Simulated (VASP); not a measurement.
# Ti (Fm-3m) in VASP: notebook

Runs on Ti. Level: PBE. Tasks: electric field gradients.

Everything below comes from runs of VASP 6.6.1. Logs are shortened: lines on timing, memory, paths and dates and some standing lists are left out, and cuts for length are marked.

## Step 1: The cell of the first run

It takes space group Fm-3m (No. 225, cubic). The conventional cell has a = 4.046 Å, b = 4.046 Å, c = 4.046 Å, α = 90.00°, β = 90.00°, γ = 90.00°. Ti (site symmetry m-3m) has 12 Ti at 2.86 Å within 3.8 Å.

## Step 2: Electric field gradients, PBE (volume scaled by 0.99)

File INCAR:

```
SYSTEM = Ti
PREC     = Accurate       ! precision mode
ENCUT    = 520            ! plane-wave cutoff, eV
EDIFF    = 1E-8           ! SCF threshold, eV
ISMEAR   = -1             ! smearing method
SIGMA    = 0.05           ! smearing width, eV
LREAL    = .FALSE.        ! projectors in reciprocal space
LASPH    = .TRUE.         ! aspherical terms in the spheres
NELM     = 100            ! most SCF steps
ALGO     = Normal         ! electronic algorithm
ISIF     = 2              ! what is computed and relaxed
LWAVE    = .FALSE.        ! write WAVECAR
LCHARG   = .FALSE.        ! write CHGCAR
GGA      = PE             ! functional
LEFG     = .TRUE.       
NBANDS   = 12             ! bands
```

File KPOINTS:

```
Automatic mesh
0
G
  15 15 15
  0 0 0
```

File POSCAR:

```
Ti
1.0
    0.0000000000      2.0232106516      2.0232106516
    2.0232106516      0.0000000000      2.0232106516
    2.0232106516      2.0232106516      0.0000000000
Ti
1
Direct
    0.0000000000      0.0000000000      0.0000000000
```

Potentials or basis: VASP PAW PBE potentials, release 64 (Ti_sv).

The run is started by

```bash
cat potpaw_PBE.64/Ti_sv/POTCAR > POTCAR
mpirun -np 1 vasp_std > vasp.out
```

OUTCAR:

```text
SYSTEM = Ti
   PREC = Accurate
   ENCUT = 520
   EDIFF = 1E-8
   ISMEAR = -1
   LREAL = .FALSE.
   LASPH = .TRUE.
   NELM = 100
   ISIF = 2
   GGA = PE

 ion  position               nearest neighbor table
   1  0.000  0.000  0.000-

  LATTYP: Found a face centered cubic cell.
 ALAT       =     4.0464213032

  Lattice vectors:

 A1 = (   0.0000000000,   2.0232106516,   2.0232106516)
 A2 = (   2.0232106516,   0.0000000000,   2.0232106516)
 A3 = (   2.0232106516,   2.0232106516,   0.0000000000)

Analysis of symmetry for initial positions (statically):
=====================================================================
 Subroutine PRICEL returns:
 Original cell was already a primitive cell.

 Routine SETGRP: Setting up the symmetry group for a
 face centered cubic supercell.

 Subroutine GETGRP returns: Found 48 space group operations
 (whereof 48 operations were pure point group operations)
 out of a pool of 48 trial point group operations.

The static configuration has the point symmetry O_h .

Analysis of symmetry for dynamics (positions and initial velocities):
=====================================================================
 Subroutine PRICEL returns:
 Original cell was already a primitive cell.

 Routine SETGRP: Setting up the symmetry group for a
 face centered cubic supercell.

 Subroutine GETGRP returns: Found 48 space group operations
 (whereof 48 operations were pure point group operations)
 out of a pool of 48 trial point group operations.

The dynamic configuration has the point symmetry O_h .

 Subroutine INISYM returns: Found 48 space group operations
 (whereof 48 operations are pure point group operations),
 and found     1 'primitive' translations

----------------------------------------------------------------------------------------

                                     Primitive cell

  volume of cell :      16.5635

  direct lattice vectors                    reciprocal lattice vectors
     0.000000000  2.023210652  2.023210652    -0.247131953  0.247131953  0.247131953
     2.023210652  0.000000000  2.023210652     0.247131953 -0.247131953  0.247131953
     2.023210652  2.023210652  0.000000000     0.247131953  0.247131953 -0.247131953

  length of vectors
     2.861251943  2.861251943  2.861251943     0.428045099  0.428045099  0.428045099

  position of ions in fractional coordinates (direct lattice)
     0.000000000  0.000000000  0.000000000

  ion indices of the primitive-cell ions
   primitive index   ion index
                 1           1

----------------------------------------------------------------------------------------

 KPOINTS: Automatic mesh

Automatic generation of k-mesh.
 Grid dimensions read from file:
 generate k-points for:   15   15   15

 Generating k-lattice:

  Cartesian coordinates                     Fractional coordinates (reciprocal lattice)
    -0.016475464  0.016475464  0.016475464     0.066666667  0.000000000  0.000000000
     0.016475464 -0.016475464  0.016475464     0.000000000  0.066666667  0.000000000
     0.016475464  0.016475464 -0.016475464     0.000000000  0.000000000  0.066666667

  Length of vectors
     0.028536340  0.028536340  0.028536340

  Shift w.r.t. Gamma in fractional coordinates (k-lattice)
     0.000000000  0.000000000  0.000000000

 Subroutine IBZKPT returns following result:
 ===========================================

 Found    120 irreducible k-points:

 Following reciprocal coordinates:
            Coordinates               Weight
  0.000000  0.000000  0.000000      1.000000
  0.066667  0.000000  0.000000      8.000000
  0.133333  0.000000  0.000000      8.000000
  0.200000  0.000000  0.000000      8.000000
  0.266667  0.000000  0.000000      8.000000
  0.333333  0.000000  0.000000      8.000000
[... 16 lines left out ...]
  0.133333  0.133333  0.000000      6.000000
  0.200000  0.133333  0.000000     24.000000
 [... further k-points ...]
   k-points           NKPTS =    120   k-points in BZ     NKDIM =    120   number of bands    NBANDS=     12
   number of dos      NEDOS =    301   number of ions     NIONS =      1
   total plane-waves  NPLWV =  13824
   dimension x,y,z NGX =    24 NGY =   24 NGZ =   24
   dimension x,y,z NGXF=    48 NGYF=   48 NGZF=   48
   ions per type =               1
   NGX,Y,Z   is equivalent  to a cutoff of  13.94, 13.94, 13.94 a.u.
   NGXF,Y,Z  is equivalent  to a cutoff of  27.89, 27.89, 27.89 a.u.
 SYSTEM =  Ti
   PREC   = accura    normal or accurate (medium, high low for compatibility)
   ISTART =      0    job   : 0-new  1-cont  2-samecut
   ICHARG =      2    charge: 1-file 2-atom 10-const
   ISPIN  =      1    spin polarized calculation?
   LNONCOLLINEAR =      F non collinear calculations
   LSORBIT =      F    spin-orbit coupling
   LASPH  =      T    aspherical Exc in radial PAW
   ENCUT  =  520.0 eV  38.22 Ry    6.18 a.u.   5.32  5.32  5.32*2*pi/ulx,y,z
   NELM   =    100;   NELMIN=  2; NELMDL= -5     # of ELM steps
   EDIFF  = 0.1E-07   stopping-criterion for ELM
   LREAL  =      F    real-space projection
   EDIFFG = 0.1E-06   stopping-criterion for IOM
   NSW    =      0    number of steps for IOM
   IBRION =     -1    ionic relax: 0-MD 1-quasi-New 2-CG
   NFREE  =      0    steps in history (QN), initial steepest desc. (CG)
   ISIF   =      2    stress and relaxation
   ISYM   =      2    0-nonsym 1-usesym 2-fastsym
   POTIM  = 0.5000    time-step for ionic-motion
   TEBEG  =    0.0;   TEEND  =   0.0 temperature during run
   PSTRESS=    0.0 pullay stress
   NELECT =      12.0000    total number of electrons
   NUPDOWN=      -1.0000    fix difference up-down
   EMIN   =  10.00;   EMAX   =-10.00  energy-range for DOS
   EFERMI =   0.00;   METHOD = LEGACY
   ISMEAR =    -1;   SIGMA  =   0.05  broadening in eV -4-tet -1-fermi 0-gaus
   EFERMI_NEDOS =   21; number of points for ismear=-14 and -15
   IALGO  =     38    algorithm
   IMIX   =      4    mixing-type and parameters
     AMIX     =   0.40;   BMIX     =  1.00
     AMIX_MAG =   1.60;   BMIX_MAG =  1.00
  volume/ion in A,a.u.               =      16.56       111.78
  Fermi-wavevector in a.u.,A,eV,Ry     =   1.470339  2.778538 29.414392  2.161897
  Thomas-Fermi vector in A             =   2.585608
   LORBIT       =      0    0 simple, 1 ext, 2 COOP (PROOUT), +10 PAW based schemes
   GGA     = PE    functional components
   LHFCALC =     F    Hartree Fock is set to
   AEXX    =    0.0000 exact exchange contribution
   IVDW    =     0    specifies the selected vdW correction
   LEPSILON=     F    determine dielectric tensor
   LRPA    =     F    only Hartree local field effects (RPA)
 non-spin polarized calculation
  energy-cutoff  :      520.00
  volume of cell :       16.56
 maximum number of plane-waves:       459
 NGX is ok and might be reduce to    24
   NGX = 11   NGY = 11   NGZ = 11

 number of electron      12.0000001 magnetization

 Free energy of the ion-electron system (eV)
  ---------------------------------------------------
  ext. energy  EPLUGINS =         0.00000000
  ---------------------------------------------------
  free energy    TOTEN  =        -7.77221589 eV

  energy without entropy =       -7.75864596  energy(sigma->0) =       -7.76543093

 E-fermi :   8.7369     XC(G=0): -11.7243

 val. band max:        8.7261594379   @ k =   0.2667   0.0667   0.0000
 cond. band min:       8.7507164831   @ k =   0.3333   0.0000   0.0000
 fundamental gap:      0.0245570451
 Fermi energy:         8.7369419413

 k-point     1 :       0.0000    0.0000    0.0000
  band No.  band energies     occupation
      1     -47.9009      2.00000
      2     -23.7013      2.00000
      3     -23.7013      2.00000
      4     -23.7013      2.00000
      5       2.5268      2.00000
      6       9.6350      0.00000
      7       9.6350      0.00000
      8       9.6350      0.00000
      9      11.3745      0.00000
     10      11.3745      0.00000
     11      24.2438      0.00000
     12      28.9561      0.00000

 k-point     2 :       0.0667    0.0000    0.0000
  band No.  band energies     occupation
      1     -47.8946      2.00000
      2     -23.7363      2.00000
      3     -23.7056      2.00000
      4     -23.7056      2.00000
      5       2.6774      2.00000
      6       9.5403      0.00000
      7       9.6900      0.00000
      8       9.6900      0.00000
      9      11.3382      0.00000
     10      11.3382      0.00000
     11      24.3795      0.00000
     12      27.8253      0.00000
[... 316 lines left out ...]
 k-point    24 :       0.2000    0.1333    0.0000
  band No.  band energies     occupation
      1     -47.8490      2.00000
      2     -23.9240      2.00000
      3     -23.7698      2.00000
      4     -23.7636      2.00000
      5       3.7949      2.00000
      6       8.7978      0.45668
      7      10.0999      0.00000
      8      10.1715      0.00000
      9      10.6835      0.00000
     10      11.6393      0.00000
     11      24.8725      0.00000
     12      25.5689      0.00000

 [... further k-points ...]
[... 5 lines left out ...]
  --------------------------------------------------------------------------------------
  -------------------------------------------------------------------------------------
  Total        0.5573240      0.5573240      0.5573240     -0.0000000     -0.0000000      0.0000000
  in kB       53.9094699     53.9094699     53.9094699     -0.0000000     -0.0000000      0.0000000
  external PRESSURE =      53.9094699 kB  Pullay stress =       0.0000000 kB

 VOLUME and BASIS-vectors are now :
 -----------------------------------------------------------------------------
  energy-cutoff  :      520.00
  volume of cell :       16.56
      direct lattice vectors                 reciprocal lattice vectors
     0.000000000  2.023210652  2.023210652    -0.247131953  0.247131953  0.247131953
     2.023210652  0.000000000  2.023210652     0.247131953 -0.247131953  0.247131953
     2.023210652  2.023210652  0.000000000     0.247131953  0.247131953 -0.247131953

 POSITION                                       TOTAL-FORCE (eV/Angst)
 -----------------------------------------------------------------------------------
      0.00000      0.00000      0.00000         0.000000     -0.000000      0.000000
 -----------------------------------------------------------------------------------
    total drift:                               -0.000000     -0.000000     -0.000000

  FREE ENERGIE OF THE ION-ELECTRON SYSTEM (eV)
  ---------------------------------------------------
  free  energy   TOTEN  =        -7.7722158893 eV

  energy  without entropy=       -7.7586459634  energy(sigma->0) =       -7.76543093

 Electric field gradients (V/A^2)
---------------------------------------------------------------------
 ion       V_xx      V_yy      V_zz      V_xy      V_xz      V_yz
---------------------------------------------------------------------
   1       0.000    -0.000     0.000    -0.001    -0.001    -0.001
---------------------------------------------------------------------

 Electric field gradients after diagonalization (V/A^2)
 (convention: |V_zz| > |V_xx| > |V_yy|)
----------------------------------------------------------------------
 ion       V_xx      V_yy      V_zz     asymmetry (V_yy - V_xx)/ V_zz
----------------------------------------------------------------------
   1       0.001     0.001    -0.001       0.000
----------------------------------------------------------------------

           NMR quadrupolar parameters

 Cq : quadrupolar parameter    Cq=e*Q*V_zz/h
 eta: asymmetry parameters     (V_yy - V_xx)/ V_zz
 Q  : nuclear electric quadrupole moment in mb (millibarn)
----------------------------------------------------------------------
 ion       Cq(MHz)       eta       Q (mb)
----------------------------------------------------------------------
   1      -0.000       0.000       1.000
----------------------------------------------------------------------
```

It took 16 s on 1 thread of AMD EPYC 9R45 (Zen 5), shared host; peak memory 0.12 GiB.

Results:

| Property | Result |
| --- | --- |
| Free energy | -7.7722 eV |
| Pressure | 5.4 GPa |
| Band gap on the k mesh | zero (band 6 reaches 9.63 eV, above the bottom of band 7 at 8.44 eV) |

Caveat: without QUAD_EFG the Cq values of the log hold for a quadrupole moment of 1 mb, not for the nuclei.

(Part 1 of 2 ends here.)
